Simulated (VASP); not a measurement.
A run of VASP 6.6.1 is set up as follows.

File INCAR:

```
  ALGO = Normal
  EDIFF = 1E-7
  ENCUT = 520
  GGA = PE
  ISIF = 2
  ISMEAR = 0
  ISPIN = 2
  LASPH = T
  LCHARG = F
  LMAXMIX = 4
  LORBIT = 11
  LREAL = F
  LWAVE = F
  MAGMOM = 0 1 1 0 0
  NBANDS = 31
  NELM = 150
  PREC = Accurate
  SIGMA = 0.1
```

Contents of KPOINTS:

```
k-points
0
Gamma
  4 4 4
```

Contents of POSCAR:

```
MgZr2O2
1.0
    4.1559206250      0.0000000000      0.0000000000
    0.0000000000      4.1559206250      0.0000000000
    0.0000000000      0.0000000000      6.0968798316
Mg Zr O
1 2 2
Direct
    0.0000000000      0.0000000000      0.5000000000
    0.0000000000      0.0000000000      0.0000000000
    0.5000000000      0.5000000000      0.5000000000
    0.0000000000      0.5000000000      0.5000000000
    0.5000000000      0.0000000000      0.5000000000
```

Potentials or basis: VASP PAW PBE potentials, release 64 (Mg, Zr_sv, O).

Command:

```sh
$ cat potpaw_PBE.64/Mg/POTCAR potpaw_PBE.64/Zr_sv/POTCAR potpaw_PBE.64/O/POTCAR > POTCAR
$ mpirun -np 1 vasp_std > vasp.out
```

What does it give for the net moment?

2.56 μB per cell.

Predict the pressure.

0.6 GPa.

Stress tensor (GPa, compression positive):
```
-0.18  0.00  0.00
 0.00 -0.18  0.00
 0.00  0.00  2.26
```

Caveat: the k points lie up to 0.38 Å⁻¹ apart.
